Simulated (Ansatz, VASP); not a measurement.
Two plane-wave programs on Si

```
CELL_PARAMETERS angstrom
3.58500 0.00000 0.00000
-1.79250 3.10470 0.00000
0.00000 0.00000 28.00000
ATOMIC_POSITIONS crystal
Si 0.33333 0.66667 0.51020
Si 0.66667 0.33333 0.48980
```

Alike in both runs: task single point; functional LDA; k mesh 15 × 15 × 1; occupations gaussian, width 0.1 eV; no spin polarisation.

```csv
,VASP,Ansatz
version,VASP 6.6.1,Ansatz 0.2.0
potentials or method,"VASP PAW LDA potentials, release 64 (Si), cutoff 520 eV","scalar-relativistic, plane waves, PAW"
valence electrons in the cell,8,8
```

```csv
,VASP,Ansatz,Ansatz less VASP
gap on the k mesh at the Fermi level (eV),none,none,-
rms of the force components (eV/Å),0.336,0.339,+0.0027
```

Ansatz warns that its potentials were made for another functional, while VASP's fit it. LDA's correlation is that of Perdew and Zunger in VASP and of Perdew and Wang (1992) in Ansatz. Atom by atom the forces differ by 0.003 eV/Å (rms over components). A gap of «none» marks a metal or a gap that the smearing closes.
